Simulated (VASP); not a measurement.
# Al (Fm-3m) in VASP: a series of runs

The runs below take Al through electric field gradients, with r2SCAN.

All numbers are computed with VASP 6.6.1; they aren't measurements. Logs are shortened: lines on timing, memory, paths and dates and some standing lists are left out, and cuts for length are marked.

### 1 The cell of the first run

The structure is cubic, space group Fm-3m (No. 225). Conventional cell: a = 4.039 Å, b = 4.039 Å, c = 4.039 Å, α = 90.00°, β = 90.00°, γ = 90.00°. Al (site symmetry m-3m) has 12 Al at 2.86 Å within 3.8 Å.

### 2 Electric field gradients, r2SCAN

POSCAR reads:

```
Al
1.0
    0.0000000000      2.0194648466      2.0194648466
    2.0194648466      0.0000000000      2.0194648466
    2.0194648466      2.0194648466      0.0000000000
Al
1
Direct
    0.0000000000      0.0000000000      0.0000000000
```

INCAR.step1 reads:

```
PREC = Accurate ; ENCUT = 520
ISMEAR = -1 ; SIGMA = 0.03
LREAL = F ; LASPH = T
NELM = 80 ; NBANDS = 8
GGA = PE ; ALGO = Normal
EDIFF = 1E-4 ; LWAVE = T
LCHARG = F
```

INCAR.step2 reads:

```
PREC = Accurate ; ENCUT = 520
EDIFF = 1E-8 ; ISMEAR = -1
SIGMA = 0.03 ; LREAL = F
LASPH = T ; NELM = 80
ALGO = Normal ; ISIF = 2
LWAVE = F ; LCHARG = F
METAGGA = R2SCAN ; LMIXTAU = T
LEFG = T ; NBANDS = 8
ISTART = 1
```

KPOINTS reads:

```
Automatic mesh
0
Gamma
  15 15 15
```

Potentials or basis: VASP PAW PBE potentials, release 64 (Al).

Command:

```
cat potpaw_PBE.64/Al/POTCAR > POTCAR
cp INCAR.step1 INCAR
mpirun -np 1 vasp_std > vasp.out
cp INCAR.step2 INCAR
mpirun -np 1 vasp_std > vasp.out
```

OUTCAR:

```text
PREC = Accurate
   ENCUT = 520
   EDIFF = 1E-8
   ISMEAR = -1
   LREAL = F
   LASPH = T
   NELM = 80
   ISIF = 2
   METAGGA = R2SCAN
   ISTART = 1

 ion  position               nearest neighbor table
   1  0.000  0.000  0.000-

  LATTYP: Found a face centered cubic cell.
 ALAT       =     4.0389296932

  Lattice vectors:

 A1 = (   0.0000000000,   2.0194648466,   2.0194648466)
 A2 = (   2.0194648466,   0.0000000000,   2.0194648466)
 A3 = (   2.0194648466,   2.0194648466,   0.0000000000)

Analysis of symmetry for initial positions (statically):
=====================================================================
 Subroutine PRICEL returns:
 Original cell was already a primitive cell.

 Routine SETGRP: Setting up the symmetry group for a
 face centered cubic supercell.

 Subroutine GETGRP returns: Found 48 space group operations
 (whereof 48 operations were pure point group operations)
 out of a pool of 48 trial point group operations.

The static configuration has the point symmetry O_h .

Analysis of symmetry for dynamics (positions and initial velocities):
=====================================================================
 Subroutine PRICEL returns:
 Original cell was already a primitive cell.

 Routine SETGRP: Setting up the symmetry group for a
 face centered cubic supercell.

 Subroutine GETGRP returns: Found 48 space group operations
 (whereof 48 operations were pure point group operations)
 out of a pool of 48 trial point group operations.

The dynamic configuration has the point symmetry O_h .

 Subroutine INISYM returns: Found 48 space group operations
 (whereof 48 operations are pure point group operations),
 and found     1 'primitive' translations

----------------------------------------------------------------------------------------

                                     Primitive cell

  volume of cell :      16.4717

  direct lattice vectors                    reciprocal lattice vectors
     0.000000000  2.019464847  2.019464847    -0.247590346  0.247590346  0.247590346
     2.019464847  0.000000000  2.019464847     0.247590346 -0.247590346  0.247590346
     2.019464847  2.019464847  0.000000000     0.247590346  0.247590346 -0.247590346

  length of vectors
     2.855954575  2.855954575  2.855954575     0.428839059  0.428839059  0.428839059

  position of ions in fractional coordinates (direct lattice)
     0.000000000  0.000000000  0.000000000

  ion indices of the primitive-cell ions
   primitive index   ion index
                 1           1

----------------------------------------------------------------------------------------

 KPOINTS: Automatic mesh

Automatic generation of k-mesh.
 Grid dimensions read from file:
 generate k-points for:   15   15   15

 Generating k-lattice:

  Cartesian coordinates                     Fractional coordinates (reciprocal lattice)
    -0.016506023  0.016506023  0.016506023     0.066666667  0.000000000  0.000000000
     0.016506023 -0.016506023  0.016506023     0.000000000  0.066666667  0.000000000
     0.016506023  0.016506023 -0.016506023     0.000000000  0.000000000  0.066666667

  Length of vectors
     0.028589271  0.028589271  0.028589271

  Shift w.r.t. Gamma in fractional coordinates (k-lattice)
     0.000000000  0.000000000  0.000000000

 Subroutine IBZKPT returns following result:
 ===========================================

 Found    120 irreducible k-points:

 Following reciprocal coordinates:
            Coordinates               Weight
  0.000000  0.000000  0.000000      1.000000
  0.066667  0.000000  0.000000      8.000000
  0.133333  0.000000  0.000000      8.000000
  0.200000  0.000000  0.000000      8.000000
  0.266667  0.000000  0.000000      8.000000
  0.333333  0.000000  0.000000      8.000000
[... 16 lines left out ...]
  0.133333  0.133333  0.000000      6.000000
  0.200000  0.133333  0.000000     24.000000
 [... further k-points ...]
   k-points           NKPTS =    120   k-points in BZ     NKDIM =    120   number of bands    NBANDS=      8
   number of dos      NEDOS =    301   number of ions     NIONS =      1
   total plane-waves  NPLWV =  13824
   dimension x,y,z NGX =    24 NGY =   24 NGZ =   24
   dimension x,y,z NGXF=    48 NGYF=   48 NGZF=   48
   ions per type =               1
   NGX,Y,Z   is equivalent  to a cutoff of  13.97, 13.97, 13.97 a.u.
   NGXF,Y,Z  is equivalent  to a cutoff of  27.94, 27.94, 27.94 a.u.
 SYSTEM =  unknown system
   PREC   = accura    normal or accurate (medium, high low for compatibility)
   ISTART =      1    job   : 0-new  1-cont  2-samecut
   ICHARG =      0    charge: 1-file 2-atom 10-const
   ISPIN  =      1    spin polarized calculation?
   LNONCOLLINEAR =      F non collinear calculations
   LSORBIT =      F    spin-orbit coupling
   LASPH  =      T    aspherical Exc in radial PAW
   ENCUT  =  520.0 eV  38.22 Ry    6.18 a.u.   5.31  5.31  5.31*2*pi/ulx,y,z
   NELM   =     80;   NELMIN=  2; NELMDL=  0     # of ELM steps
   EDIFF  = 0.1E-07   stopping-criterion for ELM
   LREAL  =      F    real-space projection
   EDIFFG = 0.1E-06   stopping-criterion for IOM
   NSW    =      0    number of steps for IOM
   IBRION =     -1    ionic relax: 0-MD 1-quasi-New 2-CG
   NFREE  =      0    steps in history (QN), initial steepest desc. (CG)
   ISIF   =      2    stress and relaxation
   ISYM   =      2    0-nonsym 1-usesym 2-fastsym
   POTIM  = 0.5000    time-step for ionic-motion
   TEBEG  =    0.0;   TEEND  =   0.0 temperature during run
   PSTRESS=    0.0 pullay stress
   NELECT =       3.0000    total number of electrons
   NUPDOWN=      -1.0000    fix difference up-down
   EMIN   =  10.00;   EMAX   =-10.00  energy-range for DOS
   EFERMI =   0.00;   METHOD = LEGACY
   ISMEAR =    -1;   SIGMA  =   0.03  broadening in eV -4-tet -1-fermi 0-gaus
   EFERMI_NEDOS =   21; number of points for ismear=-14 and -15
   IALGO  =     38    algorithm
   IMIX   =      4    mixing-type and parameters
     AMIX     =   0.40;   BMIX     =  1.00
     AMIX_MAG =   1.60;   BMIX_MAG =  1.00
  volume/ion in A,a.u.               =      16.47       111.16
  Fermi-wavevector in a.u.,A,eV,Ry     =   0.927974  1.753616 11.716453  0.861135
  Thomas-Fermi vector in A             =   2.054101
   LORBIT       =      0    0 simple, 1 ext, 2 COOP (PROOUT), +10 PAW based schemes
   METAGGA = R2SCAN    functional components
   LHFCALC =     F    Hartree Fock is set to
   AEXX    =    0.0000 exact exchange contribution
   IVDW    =     0    specifies the selected vdW correction
   LEPSILON=     F    determine dielectric tensor
   LRPA    =     F    only Hartree local field effects (RPA)
 non-spin polarized calculation
  energy-cutoff  :      520.00
  volume of cell :       16.47
 maximum number of plane-waves:       459
 NGX is ok and might be reduce to    24
   NGX = 11   NGY = 11   NGZ = 11

 number of electron       3.0000000 magnetization

 Free energy of the ion-electron system (eV)
  ---------------------------------------------------
  ext. energy  EPLUGINS =         0.00000000
  ---------------------------------------------------
  free energy    TOTEN  =        -6.73266150 eV

  energy without entropy =       -6.73156665  energy(sigma->0) =       -6.73211408

 E-fermi :   8.1909     XC(G=0): -10.9136

 val. band max:        8.1032611032   @ k =  -0.4667   0.3333   0.0000
 cond. band min:       8.1978617397   @ k =   0.4000   0.1333   0.0000
 fundamental gap:      0.0946006364
 Fermi energy:         8.1908871851

 k-point     1 :       0.0000    0.0000    0.0000
  band No.  band energies     occupation
      1      -3.8165      2.00000
      2      21.3674      0.00000
      3      21.3674      0.00000
      4      21.3674      0.00000
      5      23.2790      0.00000
      6      23.2790      0.00000
      7      23.2790      0.00000
      8      25.4086      0.00000

 k-point     2 :       0.0667    0.0000    0.0000
  band No.  band energies     occupation
      1      -3.6879      2.00000
      2      19.3666      0.00000
      3      20.9887      0.00000
      4      20.9887      0.00000
      5      23.8368      0.00000
      6      23.8603      0.00000
      7      23.8603      0.00000
      8      26.7613      0.00000
[... 221 lines left out ...]
 k-point    23 :       0.1333    0.1333    0.0000
  band No.  band energies     occupation
      1      -3.1318      2.00000
      2      18.4176      0.00000
      3      18.4176      0.00000
      4      18.5059      0.00000
      5      21.9218      0.00000
      6      23.1361      0.00000
      7      27.1985      0.00000
      8      27.1986      0.00000

 k-point    24 :       0.2000    0.1333    0.0000
  band No.  band energies     occupation
      1      -2.6630      2.00000
      2      15.8391      0.00000
      3      17.7407      0.00000
      4      18.9353      0.00000
      5      21.3796      0.00000
      6      22.0519      0.00000
      7      27.6720      0.00000
      8      28.1764      0.00000

 [... further k-points ...]
[... 5 lines left out ...]
  --------------------------------------------------------------------------------------
  -------------------------------------------------------------------------------------
  Total       -0.3328583     -0.3328583     -0.3328583     -0.0000000      0.0000000     -0.0000000
  in kB      -32.3765891    -32.3765891    -32.3765891     -0.0000000      0.0000000     -0.0000000
  external PRESSURE =     -32.3765891 kB  Pullay stress =       0.0000000 kB

 VOLUME and BASIS-vectors are now :
 -----------------------------------------------------------------------------
  energy-cutoff  :      520.00
  volume of cell :       16.47
      direct lattice vectors                 reciprocal lattice vectors
     0.000000000  2.019464847  2.019464847    -0.247590346  0.247590346  0.247590346
     2.019464847  0.000000000  2.019464847     0.247590346 -0.247590346  0.247590346
     2.019464847  2.019464847  0.000000000     0.247590346  0.247590346 -0.247590346

 POSITION                                       TOTAL-FORCE (eV/Angst)
 -----------------------------------------------------------------------------------
      0.00000      0.00000      0.00000         0.000000      0.000000     -0.000000
 -----------------------------------------------------------------------------------
    total drift:                                0.000000      0.000000      0.000000

  FREE ENERGIE OF THE ION-ELECTRON SYSTEM (eV)
  ---------------------------------------------------
  free  energy   TOTEN  =        -6.7326615023 eV

  energy  without entropy=       -6.7315666550  energy(sigma->0) =       -6.73211408

 Electric field gradients (V/A^2)
---------------------------------------------------------------------
 ion       V_xx      V_yy      V_zz      V_xy      V_xz      V_yz
---------------------------------------------------------------------
   1      -0.000    -0.000     0.000     0.000     0.000     0.000
---------------------------------------------------------------------

 Electric field gradients after diagonalization (V/A^2)
 (convention: |V_zz| > |V_xx| > |V_yy|)
----------------------------------------------------------------------
 ion       V_xx      V_yy      V_zz     asymmetry (V_yy - V_xx)/ V_zz
----------------------------------------------------------------------
   1      -0.000    -0.000     0.000       0.000
----------------------------------------------------------------------

           NMR quadrupolar parameters

 Cq : quadrupolar parameter    Cq=e*Q*V_zz/h
 eta: asymmetry parameters     (V_yy - V_xx)/ V_zz
 Q  : nuclear electric quadrupole moment in mb (millibarn)
----------------------------------------------------------------------
 ion       Cq(MHz)       eta       Q (mb)
----------------------------------------------------------------------
   1       0.000       0.000       1.000
----------------------------------------------------------------------
```

Run time: 25 s. Hardware: 1 thread of Intel Xeon 6975P-C (Granite Rapids), shared host; peak memory 0.14 GiB.

What came out:

* Free energy: -6.7327 eV
* Pressure: -3.2 GPa

Levels at points of the mesh, in eV from the Fermi level:
| k point | band 1 | band 2 | band 3 | band 4 | band 5 |
| --- | --- | --- | --- | --- | --- |
| (0.00, 0.00, 0.00) | -12.01 | 13.18 | 13.18 | 13.18 | 15.09 |

Caveat: without QUAD_EFG the Cq values of the log hold for a quadrupole moment of 1 mb, not for the nuclei; the PAW data sets were made with another functional, which shifts forces and pressure a little.

### 3 Electric field gradients, r2SCAN (volume scaled by 1.06)

POSCAR reads:

```
Al
1.0
    0.0000000000      2.0590722520      2.0590722520
    2.0590722520      0.0000000000      2.0590722520
    2.0590722520      2.0590722520      0.0000000000
Al
1
Direct
    0.0000000000      0.0000000000      0.0000000000
```

INCAR.step1 reads:

```
SYSTEM = Al
PREC     = Accurate       ! precision mode
ENCUT    = 520            ! plane-wave cutoff, eV
ISMEAR   = -1             ! smearing method
SIGMA    = 0.03           ! smearing width, eV
LREAL    = .FALSE.        ! projectors in reciprocal space
LASPH    = .TRUE.         ! aspherical terms in the spheres
NELM     = 80             ! most SCF steps
NBANDS   = 8              ! bands
GGA      = PE             ! functional
ALGO     = Normal         ! electronic algorithm
EDIFF    = 1E-4           ! SCF threshold, eV
LWAVE    = .TRUE.         ! write WAVECAR
LCHARG   = .FALSE.        ! write CHGCAR
```

INCAR.step2 reads:

```
SYSTEM = Al
PREC     = Accurate       ! precision mode
ENCUT    = 520            ! plane-wave cutoff, eV
EDIFF    = 1E-8           ! SCF threshold, eV
ISMEAR   = -1             ! smearing method
SIGMA    = 0.03           ! smearing width, eV
LREAL    = .FALSE.        ! projectors in reciprocal space
LASPH    = .TRUE.         ! aspherical terms in the spheres
NELM     = 80             ! most SCF steps
ALGO     = Normal         ! electronic algorithm
ISIF     = 2              ! what is computed and relaxed
LWAVE    = .FALSE.        ! write WAVECAR
LCHARG   = .FALSE.        ! write CHGCAR
METAGGA  = R2SCAN         ! meta-GGA
LMIXTAU  = .TRUE.       
LEFG     = .TRUE.       
NBANDS   = 8              ! bands
ISTART   = 1
```

KPOINTS reads:

```
Automatic mesh
0
G
  15 15 15
  0 0 0
```

Potentials or basis: VASP PAW PBE potentials, release 64 (Al).

Command:

```
cat potpaw_PBE.64/Al/POTCAR > POTCAR
cp INCAR.step1 INCAR
mpirun -np 1 vasp_std > vasp.out
cp INCAR.step2 INCAR
mpirun -np 1 vasp_std > vasp.out
```

OUTCAR:

```text
SYSTEM = Al
   PREC = Accurate
   ENCUT = 520
   EDIFF = 1E-8
   ISMEAR = -1
   LREAL = .FALSE.
   LASPH = .TRUE.
   NELM = 80
   ISIF = 2
   METAGGA = R2SCAN
   ISTART = 1

 ion  position               nearest neighbor table
   1  0.000  0.000  0.000-

  LATTYP: Found a face centered cubic cell.
 ALAT       =     4.1181445040

  Lattice vectors:

 A1 = (   0.0000000000,   2.0590722520,   2.0590722520)
 A2 = (   2.0590722520,   0.0000000000,   2.0590722520)
 A3 = (   2.0590722520,   2.0590722520,   0.0000000000)

[... 468 lines left out ...]
    total drift:                               -0.000000      0.000000      0.000000

  FREE ENERGIE OF THE ION-ELECTRON SYSTEM (eV)
  ---------------------------------------------------
  free  energy   TOTEN  =        -6.6994548318 eV

  energy  without entropy=       -6.6981843046  energy(sigma->0) =       -6.69881957

 Electric field gradients (V/A^2)
---------------------------------------------------------------------
 ion       V_xx      V_yy      V_zz      V_xy      V_xz      V_yz
---------------------------------------------------------------------
   1       0.000     0.000    -0.000    -0.000    -0.000    -0.000
---------------------------------------------------------------------

 Electric field gradients after diagonalization (V/A^2)
 (convention: |V_zz| > |V_xx| > |V_yy|)
----------------------------------------------------------------------
 ion       V_xx      V_yy      V_zz     asymmetry (V_yy - V_xx)/ V_zz
----------------------------------------------------------------------
   1       0.000     0.000    -0.000       0.000
----------------------------------------------------------------------

           NMR quadrupolar parameters

 Cq : quadrupolar parameter    Cq=e*Q*V_zz/h
 eta: asymmetry parameters     (V_yy - V_xx)/ V_zz
 Q  : nuclear electric quadrupole moment in mb (millibarn)
----------------------------------------------------------------------
 ion       Cq(MHz)       eta       Q (mb)
----------------------------------------------------------------------
   1      -0.000       0.000       1.000
----------------------------------------------------------------------
```

OSZICAR.step1:

```text
N       E                     dE             d eps       ncg     rms          rms(c)
DAV:   1    -0.230941610678E+01   -0.23094E+01   -0.83241E+02  1944   0.201E+02
DAV:   2    -0.374795635949E+01   -0.14385E+01   -0.13999E+01  2712   0.187E+01
DAV:   3    -0.375516159199E+01   -0.72052E-02   -0.71746E-02  2400   0.148E+00
DAV:   4    -0.375517909787E+01   -0.17506E-04   -0.17505E-04  3040   0.696E-02
DAV:   5    -0.375517914811E+01   -0.50241E-07   -0.49558E-07  2424   0.202E-03    0.121E+00
DAV:   6    -0.374253446512E+01    0.12645E-01   -0.19491E-03  2664   0.209E-01    0.706E-01
DAV:   7    -0.373335523909E+01    0.91792E-02   -0.57814E-03  2408   0.338E-01    0.138E-01
DAV:   8    -0.373334798809E+01    0.72510E-05   -0.14859E-05  2616   0.276E-02
   1 F= -.37333480E+01 E0= -.37324183E+01  d E =-.185931E-02
```

Wall time 26 s (1 thread of Intel Xeon 6975P-C (Granite Rapids), shared host); peak memory 0.14 GiB.

What came out:

```yaml
Free_energy: -6.6995 eV
Pressure: -7.2 GPa
```

Caveat: without QUAD_EFG the Cq values of the log hold for a quadrupole moment of 1 mb, not for the nuclei; the PAW data sets were made with another functional, which shifts forces and pressure a little.

(Part 1 of 2 ends here.)
